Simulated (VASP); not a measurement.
A run of VASP 6.6.1 is set up as follows.

INCAR

```
ALGO = Normal ; EDIFF = 1E-7
ENCUT = 520 ; ISIF = 2
ISMEAR = 0 ; LASPH = True
LCHARG = False ; LREAL = False
LWAVE = False ; NBANDS = 24
NELM = 100 ; PREC = Accurate
SIGMA = 0.05
```

The input KPOINTS:

```
k-points
0
Gamma
  6 6 6
```

Contents of POSCAR:

```
CsMgF3
1.0
    4.2523070000      0.0000000000      0.0000000000
    0.0000000000      4.2523070000      0.0000000000
    0.0000000000      0.0000000000      4.2523070000
Cs Mg F
1 1 3
Direct
    0.0000000000      0.0000000000      0.0000000000
    0.5000000000      0.5000000000      0.5000000000
    0.0000000000      0.4875284149      0.4875284149
    0.5000000000     -0.0124715851      0.4875284149
    0.5000000000      0.4875284149     -0.0124715851
```

Potentials or basis: VASP PAW LDA potentials, release 64 (Cs_sv, Mg, F).

The run is started by

```bash
$ cat potpaw_LDA.64/Cs_sv/POTCAR potpaw_LDA.64/Mg/POTCAR potpaw_LDA.64/F/POTCAR > POTCAR
$ mpirun -np 1 vasp_std > vasp.out
```

Question: Estimate the band gap on the k mesh.

Answer: 6.34 eV, direct.

Question: What does it give for the pressure?

Answer: -7.1 GPa.

Stress tensor (GPa, compression positive):
```
-7.26  0.00  0.00
 0.00 -7.08  0.04
 0.00  0.04 -7.08
```

Caveat: the cell differs from its parent crystal (all F atoms moved +0.075 Å, as atom 3 towards its neighbour atom 1 (Cs) at 3.007 Å); spin-orbit coupling is left out, which moves the levels of the heavy elements. A k mesh can miss the band edges.
